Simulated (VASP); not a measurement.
# ZrSi2 (Fddd) in VASP: further runs

The runs below take ZrSi2 through single point, relaxation of cell and atoms, with PBEsol.

All numbers are computed with VASP 6.6.1; they aren't measurements. Logs are shortened: lines on timing, memory, paths and dates and some standing lists are left out, and cuts for length are marked.

## 1. The cell of the first run

The structure is orthorhombic, space group Fddd (No. 70). The conventional cell has a = 4.886 Å, b = 8.396 Å, c = 8.718 Å, α = 90.00°, β = 90.00°, γ = 90.00°. Within 3.4 Å of Zr (site symmetry 222) lie 10 Si at 2.60 to 2.82 Å and 4 Zr at 3.26 Å. Within 3.4 Å of Si (site symmetry 2) lie 9 Si at 2.58 to 3.26 Å and 5 Zr at 2.60 to 2.82 Å.

## 2. Single point, PBEsol

The input, INCAR:

```
PREC = Accurate
ENCUT = 520
EDIFF = 1E-7
ISMEAR = 0
SIGMA = 0.1
LREAL = False
LASPH = True
NELM = 80
ALGO = Normal
ISIF = 2
LWAVE = False
LCHARG = False
GGA = PS
NBANDS = 29
```

The input, KPOINTS:

```
Automatic mesh
0
Gamma
  6 6 6
```

The input, POSCAR:

```
ZrSi2
1.0
    0.0000000000      4.1981371766      4.3592317536
    2.4431930744      0.0000000000      4.3592317536
    2.4431930744      4.1981371766      0.0000000000
Zr Si
2 4
Direct
    0.7500000000      0.7500000000      0.7500000000
    0.5000000000      0.5000000000      0.5000000000
    0.0861670623      0.4138329377      0.0861670623
    0.4138329377      0.0861670623      0.4138329377
    0.1638329377      0.8361670623      0.1638329377
    0.8361670623      0.1638329377      0.8361670623
```

Potentials or basis: VASP PAW PBE potentials, release 64 (Zr_sv, Si).

Launch:

```
cat potpaw_PBE.64/Zr_sv/POTCAR potpaw_PBE.64/Si/POTCAR > POTCAR
mpirun -np 1 vasp_std > vasp.out
```

OUTCAR:

```text
PREC = Accurate
   ENCUT = 520
   EDIFF = 1E-7
   ISMEAR = 0
   LREAL = False
   LASPH = True
   NELM = 80
   ISIF = 2
   GGA = PS

 ion  position               nearest neighbor table
   1  0.750  0.750  0.750-   6 2.60   5 2.60   6 2.60   5 2.60   4 2.80   4 2.80   3 2.80   3 2.80
                             3 2.82   4 2.82   2 3.26   2 3.26   2 3.26   2 3.26
   2  0.500  0.500  0.500-   3 2.60   4 2.60   3 2.60   4 2.60   5 2.80   5 2.80   6 2.80   6 2.80
                             5 2.82   6 2.82   1 3.26   1 3.26   1 3.26   1 3.26
   3  0.086  0.414  0.086-   5 2.58   5 2.58   2 2.60   2 2.60   4 2.75   1 2.80   1 2.80   1 2.82
                             4 2.84   4 2.84
   4  0.414  0.086  0.414-   6 2.58   6 2.58   2 2.60   2 2.60   3 2.75   1 2.80   1 2.80   1 2.82
                             3 2.84   3 2.84
   5  0.164  0.836  0.164-   3 2.58   3 2.58   1 2.60   1 2.60   6 2.75   2 2.80   2 2.80   2 2.82
                             6 2.84   6 2.84
   6  0.836  0.164  0.836-   4 2.58   4 2.58   1 2.60   1 2.60   5 2.75   2 2.80   2 2.80   2 2.82
                             5 2.84   5 2.84

  LATTYP: Found a face centered orthorhombic cell.
 ALAT       =     4.8863861488
 B/A-ratio  =     1.7182993929
 C/A-ratio  =     1.7842354742

  Lattice vectors:

 A1 = (   0.0000000000,   4.1981371766,   4.3592317536)
 A2 = (   2.4431930744,   0.0000000000,   4.3592317536)
 A3 = (   2.4431930744,   4.1981371766,   0.0000000000)

Analysis of symmetry for initial positions (statically):
=====================================================================
 Subroutine PRICEL returns:
 Original cell was already a primitive cell.

 Routine SETGRP: Setting up the symmetry group for a
 face centered orthorhombic supercell.

 Subroutine GETGRP returns: Found  8 space group operations
 (whereof  4 operations were pure point group operations)
 out of a pool of  8 trial point group operations.

The static configuration has the point symmetry D_2 .
 The point group associated with its full space group is D_2h.

Analysis of symmetry for dynamics (positions and initial velocities):
=====================================================================
 Subroutine PRICEL returns:
 Original cell was already a primitive cell.

 Routine SETGRP: Setting up the symmetry group for a
 face centered orthorhombic supercell.

 Subroutine GETGRP returns: Found  8 space group operations
 (whereof  4 operations were pure point group operations)
 out of a pool of  8 trial point group operations.

The dynamic configuration has the point symmetry D_2 .
 The point group associated with its full space group is D_2h.

 Subroutine INISYM returns: Found  8 space group operations
 (whereof  4 operations are pure point group operations),
 and found     1 'primitive' translations

----------------------------------------------------------------------------------------

                                     Primitive cell

  volume of cell :      89.4241

  direct lattice vectors                    reciprocal lattice vectors
     0.000000000  4.198137177  4.359231754    -0.204650220  0.119100444  0.114699109
     2.443193074  0.000000000  4.359231754     0.204650220 -0.119100444  0.114699109
     2.443193074  4.198137177  0.000000000     0.204650220  0.119100444 -0.114699109

  length of vectors
     6.052045707  4.997208609  4.857319029     0.263101718  0.263101718  0.263101718

  position of ions in fractional coordinates (direct lattice)
     0.750000000  0.750000000  0.750000000
     0.500000000  0.500000000  0.500000000
     0.086167062  0.413832938  0.086167062
     0.413832938  0.086167062  0.413832938
     0.163832938  0.836167062  0.163832938
     0.836167062  0.163832938  0.836167062

  ion indices of the primitive-cell ions
   primitive index   ion index
                 1           1
                 2           2
                 3           3
                 4           4
                 5           5
                 6           6

----------------------------------------------------------------------------------------

 KPOINTS: Automatic mesh

Automatic generation of k-mesh.
 Grid dimensions read from file:
 generate k-points for:    6    6    6

 Generating k-lattice:

  Cartesian coordinates                     Fractional coordinates (reciprocal lattice)
    -0.034108370  0.019850074  0.019116518     0.166666667 -0.000000000 -0.000000000
     0.034108370 -0.019850074  0.019116518     0.000000000  0.166666667  0.000000000
     0.034108370  0.019850074 -0.019116518     0.000000000  0.000000000  0.166666667

  Length of vectors
     0.043850286  0.043850286  0.043850286

  Shift w.r.t. Gamma in fractional coordinates (k-lattice)
     0.000000000  0.000000000  0.000000000

 Subroutine IBZKPT returns following result:
 ===========================================

 Found     46 irreducible k-points:

 Following reciprocal coordinates:
            Coordinates               Weight
  0.000000  0.000000  0.000000      1.000000
  0.166667  0.000000  0.000000      8.000000
  0.333333  0.000000  0.000000      8.000000
  0.500000 -0.000000  0.000000      4.000000
  0.166667  0.166667  0.000000      2.000000
  0.333333  0.166667  0.000000      8.000000
[... 16 lines left out ...]
 -0.166667  0.166667  0.166667      8.000000
  0.500000  0.333333  0.166667      4.000000
 [... further k-points ...]
   k-points           NKPTS =     46   k-points in BZ     NKDIM =     46   number of bands    NBANDS=     29
   number of dos      NEDOS =    301   number of ions     NIONS =      6
   total plane-waves  NPLWV =  69120
   dimension x,y,z NGX =    48 NGY =   40 NGZ =   36
   dimension x,y,z NGXF=    96 NGYF=   80 NGZF=   72
   ions per type =               2   4
   NGX,Y,Z   is equivalent  to a cutoff of  13.19, 13.31, 12.32 a.u.
   NGXF,Y,Z  is equivalent  to a cutoff of  26.37, 26.61, 24.64 a.u.
 SYSTEM =  unknown system
   PREC   = accura    normal or accurate (medium, high low for compatibility)
   ISTART =      0    job   : 0-new  1-cont  2-samecut
   ICHARG =      2    charge: 1-file 2-atom 10-const
   ISPIN  =      1    spin polarized calculation?
   LNONCOLLINEAR =      F non collinear calculations
   LSORBIT =      F    spin-orbit coupling
   LASPH  =      T    aspherical Exc in radial PAW
   ENCUT  =  520.0 eV  38.22 Ry    6.18 a.u.  11.25  9.29  9.03*2*pi/ulx,y,z
   NELM   =     80;   NELMIN=  2; NELMDL= -5     # of ELM steps
   EDIFF  = 0.1E-06   stopping-criterion for ELM
   LREAL  =      F    real-space projection
   EDIFFG = 0.1E-05   stopping-criterion for IOM
   NSW    =      0    number of steps for IOM
   IBRION =     -1    ionic relax: 0-MD 1-quasi-New 2-CG
   NFREE  =      0    steps in history (QN), initial steepest desc. (CG)
   ISIF   =      2    stress and relaxation
   ISYM   =      2    0-nonsym 1-usesym 2-fastsym
   POTIM  = 0.5000    time-step for ionic-motion
   TEBEG  =    0.0;   TEEND  =   0.0 temperature during run
   PSTRESS=    0.0 pullay stress
   NELECT =      40.0000    total number of electrons
   NUPDOWN=      -1.0000    fix difference up-down
   EMIN   =  10.00;   EMAX   =-10.00  energy-range for DOS
   EFERMI =   0.00;   METHOD = LEGACY
   ISMEAR =     0;   SIGMA  =   0.10  broadening in eV -4-tet -1-fermi 0-gaus
   EFERMI_NEDOS =   21; number of points for ismear=-14 and -15
   IALGO  =     38    algorithm
   IMIX   =      4    mixing-type and parameters
     AMIX     =   0.40;   BMIX     =  1.00
     AMIX_MAG =   1.60;   BMIX_MAG =  1.00
  volume/ion in A,a.u.               =      14.90       100.58
  Fermi-wavevector in a.u.,A,eV,Ry     =   1.252016  2.365968 21.327747  1.567545
  Thomas-Fermi vector in A             =   2.385937
   LORBIT       =      0    0 simple, 1 ext, 2 COOP (PROOUT), +10 PAW based schemes
   GGA     = PS    functional components
   LHFCALC =     F    Hartree Fock is set to
   AEXX    =    0.0000 exact exchange contribution
   IVDW    =     0    specifies the selected vdW correction
   LEPSILON=     F    determine dielectric tensor
   LRPA    =     F    only Hartree local field effects (RPA)
 non-spin polarized calculation
 Gauss-broadening in eV      SIGMA  =   0.10
  energy-cutoff  :      520.00
  volume of cell :       89.42
 maximum number of plane-waves:      2428
 NGX is ok and might be reduce to    48
   NGX = 23   NGY = 19   NGZ = 19

 number of electron      40.0000000 magnetization

 Free energy of the ion-electron system (eV)
  ---------------------------------------------------
  ext. energy  EPLUGINS =         0.00000000
  ---------------------------------------------------
  free energy    TOTEN  =       -44.80117997 eV

  energy without entropy =      -44.79346852  energy(sigma->0) =      -44.79732425

 E-fermi :  10.7998     XC(G=0): -11.9099

 val. band max:       10.7773935325   @ k =  -0.3333   0.1667  -0.0000
 cond. band min:      10.8332207919   @ k =   0.5000   0.1667   0.1667
 fundamental gap:      0.0558272594
 Fermi energy:        10.7998249242

 k-point     1 :       0.0000    0.0000    0.0000
  band No.  band energies     occupation
      1     -36.7340      2.00000
      2     -36.6454      2.00000
      3     -15.2210      2.00000
      4     -15.1012      2.00000
      5     -14.9889      2.00000
      6     -14.9497      2.00000
[... 21 lines left out ...]
     28      16.4242      0.00000
     29      16.8390      0.00000

 k-point     2 :       0.1667    0.0000    0.0000
  band No.  band energies     occupation
      1     -36.7294      2.00000
      2     -36.6497      2.00000
      3     -15.2179      2.00000
      4     -15.1073      2.00000
      5     -15.0039      2.00000
      6     -14.9473      2.00000
[... 21 lines left out ...]
     28      15.9758      0.00000
     29      16.4677      0.00000

 k-point     3 :       0.3333    0.0000    0.0000
  band No.  band energies     occupation
      1     -36.7183      2.00000
      2     -36.6602      2.00000
      3     -15.2162      2.00000
      4     -15.1245      2.00000
      5     -15.0416      2.00000
      6     -14.9230      2.00000
[... 638 lines left out ...]
      5     -15.0017      2.00000
      6     -14.9816      2.00000
[... 21 lines left out ...]
     28      16.4074      0.00000
     29      16.4822      0.00000

 k-point    24 :       0.5000    0.3333    0.1667
  band No.  band energies     occupation
      1     -36.7085      2.00000
      2     -36.6701      2.00000
      3     -15.1994      2.00000
      4     -15.1045      2.00000
      5     -15.0546      2.00000
      6     -14.9349      2.00000
[... 21 lines left out ...]
     28      15.9786      0.00000
     29      16.8169      0.00000

 [... further k-points ...]

------------------------ aborting loop because EDIFF is reached ----------------------------------------

  FORCE on cell =-STRESS in cart. coord.  units (eV):
  Direction    XX          YY          ZZ          XY          YZ          ZX
  --------------------------------------------------------------------------------------
  -------------------------------------------------------------------------------------
  Total        8.8545308      6.9965826      8.1328503      0.0000000      0.0000000      0.0000000
  in kB      158.6433113    125.3551493    145.7132320      0.0000000      0.0000000      0.0000000
  external PRESSURE =     143.2372309 kB  Pullay stress =       0.0000000 kB

 VOLUME and BASIS-vectors are now :
 -----------------------------------------------------------------------------
  energy-cutoff  :      520.00
  volume of cell :       89.42
      direct lattice vectors                 reciprocal lattice vectors
     0.000000000  4.198137177  4.359231754    -0.204650220  0.119100444  0.114699109
     2.443193074  0.000000000  4.359231754     0.204650220 -0.119100444  0.114699109
     2.443193074  4.198137177  0.000000000     0.204650220  0.119100444 -0.114699109

 POSITION                                       TOTAL-FORCE (eV/Angst)
 -----------------------------------------------------------------------------------
      3.66479      6.29721      6.53885        -0.000000     -0.000000      0.000000
      2.44319      4.19814      4.35923         0.000000      0.000000      0.000000
      1.22160      0.72348      2.17962         0.000000      0.318281     -0.000000
      1.22160      3.47465      2.17962         0.000000     -0.318281     -0.000000
      2.44319      1.37559      4.35923        -0.000000     -0.318281      0.000000
      2.44319      7.02069      4.35923        -0.000000      0.318281      0.000000
 -----------------------------------------------------------------------------------
    total drift:                               -0.000000     -0.000000     -0.000000

  FREE ENERGIE OF THE ION-ELECTRON SYSTEM (eV)
  ---------------------------------------------------
  free  energy   TOTEN  =       -44.8011799722 eV

  energy  without entropy=      -44.7934685181  energy(sigma->0) =      -44.79732425
```

Run time: 2.9 min. Hardware: 1 thread of Intel Xeon Platinum 8259CL at 2.50GHz (Skylake/Cascade Lake), shared host; peak memory 0.3 GiB.

Results:

| Quantity | Value |
| --- | --- |
| Free energy | -44.8012 eV |
| Pressure | 14.3 GPa |
| Largest force | 0.318 eV/Å |
| Band gap on the k mesh | zero (bands 20 and 21 overlap by 1.82 eV) |

Forces in eV/Å, atoms in the order of the input:
```
Zr   0.000  0.000  0.000
Zr   0.000  0.000  0.000
Si   0.000  0.318  0.000
Si   0.000 -0.318  0.000
Si   0.000 -0.318  0.000
Si   0.000  0.318  0.000
```

Stress tensor (GPa, compression positive):
```
15.86  0.00  0.00
 0.00 12.54  0.00
 0.00  0.00 14.57
```

Caveat: the cell stands under pressure; the PAW data sets were made with another functional, which shifts forces and pressure a little.

(Part 1 of 3 ends here.)

The gap in the log of VASP goes by the Fermi energy; the results here count the filled bands.